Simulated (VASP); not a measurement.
Input of a VASP 6.6.1 run:

Contents of POSCAR:

```
Al
1.0
    0.0000000000      1.9982206740      1.9982206740
    1.9982206740      0.0000000000      1.9982206740
    1.9982206740      1.9982206740      0.0000000000
Al
1
Direct
    0.0000000000      0.0000000000      0.0000000000
```

INCAR.step1

```
SYSTEM = Al
PREC     = Accurate       ! precision mode
ENCUT    = 550            ! plane-wave cutoff, eV
ISMEAR   = -1             ! smearing method
SIGMA    = 0.05           ! smearing width, eV
LREAL    = .FALSE.        ! projectors in reciprocal space
LASPH    = .TRUE.         ! aspherical terms in the spheres
NELM     = 120            ! most SCF steps
GGA      = PE             ! functional
ALGO     = Normal         ! electronic algorithm
EDIFF    = 1E-5           ! SCF threshold, eV
LWAVE    = .TRUE.         ! write WAVECAR
LCHARG   = .FALSE.        ! write CHGCAR
GGA_COMPAT= .FALSE.      
IBRION   = 2              ! ionic algorithm
ISIF     = 3              ! what is computed and relaxed
EDIFFG   = -0.005         ! ionic threshold
NELMIN   = 4            
NSW      = 100            ! ionic steps
```

INCAR.step2

```
SYSTEM = Al
PREC     = Accurate       ! precision mode
ENCUT    = 550            ! plane-wave cutoff, eV
EDIFF    = 1E-7           ! SCF threshold, eV
ISMEAR   = -1             ! smearing method
SIGMA    = 0.05           ! smearing width, eV
LREAL    = .FALSE.        ! projectors in reciprocal space
LASPH    = .TRUE.         ! aspherical terms in the spheres
NELM     = 120            ! most SCF steps
ALGO     = Normal         ! electronic algorithm
ISIF     = 3              ! what is computed and relaxed
LWAVE    = .FALSE.        ! write WAVECAR
LCHARG   = .FALSE.        ! write CHGCAR
METAGGA  = R2SCAN         ! meta-GGA
LMIXTAU  = .TRUE.       
IBRION   = 2              ! ionic algorithm
NSW      = 80             ! ionic steps
EDIFFG   = -0.01          ! ionic threshold
ISTART   = 1            
GGA_COMPAT= .FALSE.      
NELMIN   = 4
```

KPOINTS

```
Automatic mesh
0
G
  9 9 9
  0 0 0
```

Potentials or basis: VASP PAW PBE potentials, release 64 (Al).

The run is started by

```console
$ cat potpaw_PBE.64/Al/POTCAR > POTCAR
$ cp INCAR.step1 INCAR
$ mpirun -np 1 vasp_std > vasp.out
$ cp INCAR.step2 INCAR
$ mpirun -np 1 vasp_std > vasp.out
```

(1) What does it give for the relaxed cell?

(2) What does it give for the band gap on the k mesh?

(3) Predict the space group after relaxing (to 0.1 Å).

Results:

(1) a = 2.821 Å, b = 2.821 Å, c = 2.821 Å, α = 60.00°, β = 60.00°, γ = 60.00°.

(2) zero (an odd number of electrons rules out a gap without spin polarisation).

(3) Fm-3m (No. 225).
